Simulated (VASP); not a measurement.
Runs of VASP 6.6.1 on Ir. The typed cell holds 1 atom: a = 2.542 Å, b = 2.611 Å, c = 2.995 Å, α = 58.28°, β = 61.38°, γ = 59.90°. 

```csv
level,k mesh,smearing,gap on the mesh (eV),pressure (GPa)
PBE,9 × 9 × 8,fermi-dirac 0.1 eV,none,(a)
PBE,12 × 13 × 11,fermi-dirac 0.05 eV,none,29.4
r2SCAN,9 × 9 × 8,methfessel-paxton 0.05 eV,none,24.2
r2SCAN,9 × 9 × 8,methfessel-paxton 0.01 eV,none,24.2
```

Alike in all rows: task single point; potentials or basis VASP PAW PBE potentials, release 64 (Ir); no spin polarisation; cell as given; cutoff (eV) 520.

Question: Estimate the missing entries.

Answer: (a) 29.7.

Caveats: spin-orbit coupling is left out, which moves the levels of the heavy elements; the PAW data sets were made with another functional, which shifts forces and pressure a little (some runs).

A k mesh can miss the band edges, and the runs leave out spin-orbit coupling on Ir.

A gap of «none» marks levels without a gap at the run's occupations.
